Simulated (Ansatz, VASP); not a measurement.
**One calculation of NaCl, two programs**

```
Na Cl
1.0
     3.64498    0.00000    0.00000
     0.00000    3.64498    0.00000
     0.00000    0.00000    3.45955
Na Cl
1 1
Direct
  0.00000 0.00000 0.00000
  0.50000 0.50000 0.50000
```

Change from the starting cell: biaxial_xy strain +5.4%.

Alike in both runs: task single point; functional r2SCAN; k mesh 8 × 8 × 8; no spin polarisation.

|  | VASP | Ansatz |
| --- | --- | --- |
| version | VASP 6.6.1 | Ansatz 0.2.0 |
| potentials or method | VASP PAW PBE potentials, release 64 (Na_pv, Cl) | plane waves, PAW |
| plane-wave cutoff (eV) | 520 | 500 |
| occupations | gaussian, width 0.01 eV | fixed |
| valence electrons in the cell | 14 | 16 |

|  | VASP | Ansatz | Ansatz less VASP |
| --- | --- | --- | --- |
| gap on the k mesh at the Fermi level (eV) | 4.33 | 4.30 | -0.029 |
| pressure (GPa) | -2.5 | -2.3 | +0.13 |
| traceless stress, the component that is largest in VASP (GPa) | 2.51 | 2.53 | +0.021 |

VASP's potentials were made for PBE, not for r2SCAN. VASP's potentials hold 14 valence electrons a cell and Ansatz's 16, so a difference there can come from the potentials and not from the codes.
